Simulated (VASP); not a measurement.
# Hf2PbN4 (Pm) in VASP: single point with r2SCAN+rVV10

Aim: the single point of Hf2PbN4 with r2SCAN+rVV10.

Everything below comes from runs of VASP 6.6.1. Logs are shortened: lines on timing, memory, paths and dates and some standing lists are left out, and cuts for length are marked.

## (1) The cell of the first run

Symmetry: Pm, No. 6, monoclinic system. The conventional cell has a = 4.289 Å, b = 3.722 Å, c = 7.056 Å, α = 90.00°, β = 90.10°, γ = 90.00°. Hf (site symmetry m) has 5 N at 2.10 to 2.40 Å within 2.8 Å. Hf (site symmetry m) has 5 N at 1.95 to 2.15 Å within 2.6 Å. Within 2.8 Å of Pb (site symmetry m) lie 5 N at 2.12 to 2.43 Å. Within 2.8 Å of N (site symmetry m) lie 2 Hf at 2.13 Å and 2 Pb at 2.23 Å. Within 2.6 Å of N (site symmetry m) lie 3 Hf at 1.95 to 2.18 Å. N (site symmetry m) has 3 Hf at 2.15 to 2.40 Å and 2 Pb at 2.43 Å within 2.8 Å. N (site symmetry m) has 2 Hf at 2.10 Å and 1 Pb at 2.12 Å within 2.8 Å.

## (2) Single point, r2SCAN+rVV10

Input file POSCAR:

```
Hf2PbN4
1.0
    4.2891425170      0.0000000000      0.0049087361
    0.0000000000      3.7222948899      0.0000000000
   -0.0198393536      0.0000000000      7.0557158175
Hf Pb N
2 1 4
Direct
    0.4278088900      0.5000000000      0.8154148570
    0.9288398189      0.5000000000      0.1446954517
    0.4296522126      0.0000000000      0.3779593460
    0.9292441457      0.0000000000      0.2924691152
    0.9280894498      0.5000000000      0.8682284715
    0.4288366003      0.5000000000      0.1555337400
    0.4275278826      0.0000000000      0.6790480188
```

Input file INCAR.step1:

```
  PREC = Accurate
  ENCUT = 520
  ISMEAR = -1
  SIGMA = 0.03
  LREAL = F
  LASPH = T
  NELM = 100
  NBANDS = 36
  GGA = PE
  ALGO = Normal
  EDIFF = 1E-4
  LWAVE = T
  LCHARG = F
```

Input file INCAR.step2:

```
  PREC = Accurate
  ENCUT = 520
  EDIFF = 1E-7
  ISMEAR = -1
  SIGMA = 0.03
  LREAL = F
  LASPH = T
  NELM = 100
  ALGO = Normal
  ISIF = 2
  LWAVE = F
  LCHARG = T
  METAGGA = R2SCAN
  LMIXTAU = T
  LUSE_VDW = T
  IVDW_NL = 2
  BPARAM = 11.95
  CPARAM = 0.0093
  LELF = T
  LVHAR = T
  NBANDS = 36
  ISTART = 1
```

Input file KPOINTS:

```
regular mesh
0
Gamma
  6 8 4
```

Potentials or basis: VASP PAW PBE potentials, release 64 (Hf_pv, Pb_d, N).

Command:

```
cat potpaw_PBE.64/Hf_pv/POTCAR potpaw_PBE.64/Pb_d/POTCAR potpaw_PBE.64/N/POTCAR > POTCAR
cp INCAR.step1 INCAR
mpirun -np 1 vasp_std > vasp.out
cp INCAR.step2 INCAR
mpirun -np 1 vasp_std > vasp.out
```

OUTCAR:

```text
PREC = Accurate
   ENCUT = 520
   EDIFF = 1E-7
   ISMEAR = -1
   LREAL = F
   LASPH = T
   NELM = 100
   ISIF = 2
   METAGGA = R2SCAN
   IVDW_NL = 2
   BPARAM = 11.95
   ISTART = 1

 ion  position               nearest neighbor table
   1  0.428  0.500  0.815-   7 2.10   7 2.10   5 2.18   5 2.18   6 2.40   2 3.16   2 3.16   3 3.60
                             3 3.60
   2  0.929  0.500  0.145-   5 1.95   4 2.13   4 2.13   6 2.15   6 2.15   1 3.16   1 3.16   3 3.28
                             3 3.28   3 3.28   3 3.28
   3  0.430  0.000  0.378-   7 2.12   4 2.23   4 2.23   6 2.43   6 2.43   2 3.28   2 3.28   2 3.28
                             2 3.28   1 3.60   1 3.60
   4  0.929  0.000  0.292-   2 2.13   2 2.13   3 2.23   3 2.23
   5  0.928  0.500  0.868-   2 1.95   1 2.18   1 2.18
   6  0.429  0.500  0.156-   2 2.15   2 2.15   1 2.40   3 2.43   3 2.43
   7  0.428  0.000  0.679-   1 2.10   1 2.10   3 2.12

  LATTYP: Found a simple monoclinic cell.
 ALAT       =     4.2891453259
 B/A-ratio  =     0.8678407018
 C/A-ratio  =     1.6450232327
 COS(beta)  =    -0.0016673491

  Lattice vectors:

 A1 = (   4.2891425170,   0.0000000000,   0.0049087361)
 A2 = (   0.0000000000,   3.7222948899,   0.0000000000)
 A3 = (  -0.0198393536,   0.0000000000,   7.0557158175)

Analysis of symmetry for initial positions (statically):
=====================================================================
 Subroutine PRICEL returns:
 Original cell was already a primitive cell.

 Routine SETGRP: Setting up the symmetry group for a
 simple monoclinic supercell.

 Subroutine GETGRP returns: Found  2 space group operations
 (whereof  2 operations were pure point group operations)
 out of a pool of  4 trial point group operations.

The static configuration has the point symmetry C_1h.

Analysis of symmetry for dynamics (positions and initial velocities):
=====================================================================
 Subroutine PRICEL returns:
 Original cell was already a primitive cell.

 Routine SETGRP: Setting up the symmetry group for a
 simple monoclinic supercell.

 Subroutine GETGRP returns: Found  2 space group operations
 (whereof  2 operations were pure point group operations)
 out of a pool of  4 trial point group operations.

The dynamic configuration has the point symmetry C_1h.

 Subroutine INISYM returns: Found  2 space group operations
[... 108 lines left out ...]
   LREAL  =      F    real-space projection
   EDIFFG = 0.1E-05   stopping-criterion for IOM
   NSW    =      0    number of steps for IOM
   IBRION =     -1    ionic relax: 0-MD 1-quasi-New 2-CG
   NFREE  =      0    steps in history (QN), initial steepest desc. (CG)
   ISIF   =      2    stress and relaxation
   ISYM   =      2    0-nonsym 1-usesym 2-fastsym
   POTIM  = 0.5000    time-step for ionic-motion
   TEBEG  =    0.0;   TEEND  =   0.0 temperature during run
   PSTRESS=    0.0 pullay stress
   NELECT =      54.0000    total number of electrons
   NUPDOWN=      -1.0000    fix difference up-down
   EMIN   =  10.00;   EMAX   =-10.00  energy-range for DOS
   EFERMI =   0.00;   METHOD = LEGACY
   ISMEAR =    -1;   SIGMA  =   0.03  broadening in eV -4-tet -1-fermi 0-gaus
   EFERMI_NEDOS =   21; number of points for ismear=-14 and -15
   IALGO  =     38    algorithm
   IMIX   =      4    mixing-type and parameters
     AMIX     =   0.40;   BMIX     =  1.00
     AMIX_MAG =   1.60;   BMIX_MAG =  1.00
  volume/ion in A,a.u.               =      16.09       108.60
  Fermi-wavevector in a.u.,A,eV,Ry     =   1.281243  2.421198 22.335101  1.641584
  Thomas-Fermi vector in A             =   2.413624
   LORBIT       =      0    0 simple, 1 ext, 2 COOP (PROOUT), +10 PAW based schemes
   METAGGA = R2SCAN    functional components
   LHFCALC =     F    Hartree Fock is set to
   AEXX    =    0.0000 exact exchange contribution
   IVDW_NL    =     2    kernel type
   BPARAM     =11.9500
   IVDW    =     0    specifies the selected vdW correction
   LEPSILON=     F    determine dielectric tensor
   LRPA    =     F    only Hartree local field effects (RPA)
 non-spin polarized calculation
  energy-cutoff  :      520.00
  volume of cell :      112.65
 maximum number of plane-waves:      3068
   NGX = 15   NGY = 13   NGZ = 27

 number of electron      53.9999995 magnetization

 Free energy of the ion-electron system (eV)
  ---------------------------------------------------
  ext. energy  EPLUGINS =         0.00000000
  ---------------------------------------------------
  free energy    TOTEN  =      -186.53502105 eV

  energy without entropy =     -186.53359536  energy(sigma->0) =     -186.53430821

 E-fermi :   3.8085     XC(G=0): -11.0207

 val. band max:        3.7697322433   @ k =   0.5000   0.2500   0.0000
 cond. band min:       3.8565559395   @ k =   0.0000   0.0000   0.0000
 fundamental gap:      0.0868236962
 Fermi energy:         3.8084883937

 k-point     1 :       0.0000    0.0000    0.0000
  band No.  band energies     occupation
      1     -27.5230      2.00000
      2     -27.2855      2.00000
      3     -27.1458      2.00000
      4     -26.7752      2.00000
      5     -26.7594      2.00000
      6     -26.6847      2.00000
[... 925 lines left out ...]
     35       9.8857      0.00000
     36      10.6514      0.00000

 [... further k-points ...]

------------------------ aborting loop because EDIFF is reached ----------------------------------------

  FORCE on cell =-STRESS in cart. coord.  units (eV):
  Direction    XX          YY          ZZ          XY          YZ          ZX
  --------------------------------------------------------------------------------------
  -------------------------------------------------------------------------------------
  Total       -0.6045249     -0.3449319     -0.1770951      0.0000000      0.0000000      0.0003432
  in kB       -8.5980710     -4.9059167     -2.5187981      0.0000000      0.0000000      0.0048817
  external PRESSURE =      -5.3409286 kB  Pullay stress =       0.0000000 kB

 VOLUME and BASIS-vectors are now :
 -----------------------------------------------------------------------------
  energy-cutoff  :      520.00
  volume of cell :      112.65
      direct lattice vectors                 reciprocal lattice vectors
     4.289142517  0.000000000  0.004908736     0.233146084  0.000000000  0.000655563
     0.000000000  3.722294890  0.000000000     0.000000000  0.268651472  0.000000000
    -0.019839354  0.000000000  7.055715818    -0.000162202  0.000000000  0.141728608

 POSITION                                       TOTAL-FORCE (eV/Angst)
 -----------------------------------------------------------------------------------
      1.81876      1.86115      5.75544         0.001321      0.000000      0.002906
      3.98106      1.86115      1.02549        -0.001629      0.000000      0.028255
      1.83534      0.00000      2.66888        -0.001175      0.000000      0.032909
      3.97986      0.00000      2.06814         0.000447      0.000000     -0.063715
      3.96348      1.86115      6.13053         0.001277      0.000000     -0.008146
      1.83626      1.86115      1.09951        -0.001210      0.000000     -0.071130
      1.82026      0.00000      4.79327         0.000968      0.000000      0.078921
 -----------------------------------------------------------------------------------
    total drift:                               -0.001753     -0.000000     -0.000616

  FREE ENERGIE OF THE ION-ELECTRON SYSTEM (eV)
  ---------------------------------------------------
  free  energy   TOTEN  =      -186.5350210532 eV

  energy  without entropy=     -186.5335953572  energy(sigma->0) =     -186.53430821
```

Wall time 9.5 min (1 thread of Intel Xeon Platinum 8559C (Emerald Rapids), shared host); peak memory 0.58 GiB.

What came out:

* Free energy: -186.5350 eV
* Pressure: -0.5 GPa
* Largest force: 0.079 eV/Å
* Band gap on the k mesh: 0.09 eV (least direct gap 0.23 eV)

Forces in eV/Å, atoms in the order of the input:
```
Hf   0.001  0.000  0.003
Hf  -0.002  0.000  0.028
Pb  -0.001  0.000  0.033
N    0.000  0.000 -0.064
N    0.001  0.000 -0.008
N   -0.001  0.000 -0.071
N    0.001  0.000  0.079
```

Caveat: the PAW data sets were made with another functional, which shifts forces and pressure a little; spin-orbit coupling is left out, which moves the levels of the heavy elements. A k mesh can miss the band edges.
